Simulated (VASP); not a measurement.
The system is BP.

```
P B
1.0
     0.00000    2.26900    2.26900
     2.26900    0.00000    2.26900
     2.26900    2.26900    0.00000
P B
1 1
Direct
  0.75000 0.75000 0.75000
  0.00000 0.00000 0.00000
```

Base run:

| Quantity | Value |
| --- | --- |
| Program | VASP 6.6.1 |
| Functional | PBE0 |
| Potentials or basis | VASP PAW PBE potentials, release 64 (P, B) |
| Cutoff | 520 eV |
| k mesh | 6 × 6 × 6 |
| Occupations | fermi-dirac, width 0.05 eV |
| Spin | no spin polarisation |

Its results: band gap on the k mesh 2.79 eV (least direct gap 5.05 eV); pressure -2.2 GPa.

Q: The run is repeated on the same cell with these changes: functional from PBE0 to PBEsol-based screened hybrid with 25 % exact exchange; k mesh from 6 × 6 × 6 to 5 × 5 × 5. What comes out?

A: Band gap on the k mesh 1.91 eV (least direct gap 4.31 eV); pressure -3.6 GPa.

Several settings changed at once.

Caveats: some runs use coarse meshes; the PAW data sets were made with another functional, which shifts forces and pressure a little; an odd mesh through Γ misses points on the zone boundary, where band edges can lie (at least some runs).
